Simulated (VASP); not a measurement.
The system is Hg.

```
CELL_PARAMETERS angstrom
4.65797 0.00000 0.00000
-2.32899 4.03392 0.00000
0.00000 0.00000 3.97056
ATOMIC_POSITIONS crystal
Hg 0.33333 0.66667 0.50000
Hg 0.00000 0.00000 0.00000
Hg 0.66667 0.33333 0.50000
```

- Program: VASP 6.6.1
- Task: relaxation of cell and atoms
- Functional: PBE
- Potentials or basis: VASP PAW PBE potentials, release 64 (Hg)
- Cutoff: 600 eV
- k mesh: 8 × 8 × 9
- Occupations: fermi-dirac, width 0.05 eV
- Spin: no spin polarisation

At the start: pressure 8.6 GPa; volume 24.87 Å³/atom.

Task: Where does the relaxation end?

Result: Over 23 steps the energy falls by 217.8 meV/atom and the volume is 29.81 Å³/atom (+19.9 %); space group P6/mmm (No. 191, to 0.1 Å) before and after.

Step by step:
```csv
step,energy change (eV),largest force (eV/Å),pressure (GPa),volume (Å³)
1,0.0000,0.0000,8.61,74.61
2,-0.4915,0.0000,1.01,89.83
3,-0.5173,0.0000,0.57,93.09
4,-0.5411,0.0000,-0.09,99.81
5,-0.5438,0.0000,-0.12,102.01
6,-0.5466,0.0000,-0.20,106.48
7,-0.5445,0.0000,-0.34,115.77
8,-0.5474,0.0000,-0.20,109.04
9,-0.5467,0.0000,-0.29,113.57
10,-0.5476,0.0000,-0.22,110.60
11,-0.5475,0.0000,-0.23,111.41
12,-0.5542,0.0000,-0.23,110.48
13,-0.5745,0.0000,-0.28,107.67
14,-0.6160,0.0000,-0.54,101.83
15,-0.6028,0.0000,0.20,89.34
16,-0.6360,0.0000,-0.46,98.34
17,-0.6430,0.0000,-0.44,95.04
18,-0.6490,0.0000,0.13,88.29
19,-0.6502,0.0000,-0.07,89.98
20,-0.6534,0.0000,0.02,89.37
21,-0.6535,0.0000,0.04,89.26
22,-0.6535,0.0000,-0.04,89.69
23,-0.6535,0.0000,0.01,89.42
```

Final structure:
```
Hg
1.0
     5.59593    0.00000    0.00000
    -2.79796    4.84622    0.00000
     0.00000    0.00000    3.29734
Hg
3
Direct
  0.33333 0.66667 0.50000
  0.00000 0.00000 0.00000
  0.66667 0.33333 0.50000
```

Caveat: the volume moved by over 15 % at a fixed basis, so the end points are rough.
